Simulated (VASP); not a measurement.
## AgCl (Chlorargyrite): single point with LDA

AgCl (Chlorargyrite):

```
CELL_PARAMETERS angstrom
0.00000 2.73500 2.73500
2.73500 0.00000 2.73500
2.73500 2.73500 0.00000
ATOMIC_POSITIONS crystal
Ag 0.00000 0.00000 0.00000
Cl 0.50000 0.50000 0.50000
```

```
Program                : VASP 6.6.1
Task                   : single point
Functional             : LDA
Potentials or basis    : VASP PAW LDA potentials, release 64 (Ag, Cl)
Cutoff                 : 520 eV
k mesh                 : 8 × 8 × 8
Occupations            : gaussian, width 0.02 eV
Spin                   : no spin polarisation
Dipole correction      : no
Further INCAR settings : ALGO = Normal; EDIFF = 1e-06; NBANDS = 16
```

| Item | Value |
| --- | --- |
| Pressure | -3.8 GPa |
| Band gap on the k mesh | 0.64 eV, indirect (least direct gap 3.11 eV) |

Levels at points of the mesh, in eV from the valence-band top:
```csv
k point,band 6,band 7,band 8,band 9,band 10,band 11,band 12,band 13
"(0.00, 0.00, 0.00)",-2.66,-2.48,-2.48,-2.48,0.64,10.73,10.73,10.73
"(0.50, 0.00, 0.00)",-2.28,-1.94,0.00,0.00,3.86,6.57,7.37,7.37
"(0.50, 0.50, 0.00)",-2.44,-2.14,-2.14,-2.03,2.05,7.80,8.52,11.44
```

Run time: 10 s on 1 thread of Intel(R) Xeon(R) 6975P-C (Granite Rapids), on a shared host, peak memory 0.15 GiB.

A k mesh can miss the band edges. A hybrid or GW would open this gap; LDA tends to underestimate it.
